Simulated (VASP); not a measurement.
Crystal: Ga.

```xyz
1
Lattice="-1.6477 1.6477 1.6477 1.6477 -1.6477 1.6477 1.6477 1.6477 -1.6477" Properties=species:S:1:pos:R:3 pbc="T T T"
Ga    0.0000    0.0000    0.0000
```

Base run:

* Program: VASP 6.6.1
* Functional: PBEsol
* Potentials or basis: VASP PAW PBE potentials, release 64 (Ga_d)
* Cutoff: 500 eV
* k mesh: 18 × 18 × 18
* Occupations: gaussian, width 0.1 eV
* Spin: no spin polarisation

Its results: pressure 0.2 GPa.

**Question.** The run is repeated on the same cell with these changes: k mesh from 18 × 18 × 18 to 8 × 8 × 8. What comes out?

**Answer.** Pressure 0.7 GPa.

Caveats: the PAW data sets were made with another functional, which shifts forces and pressure a little.
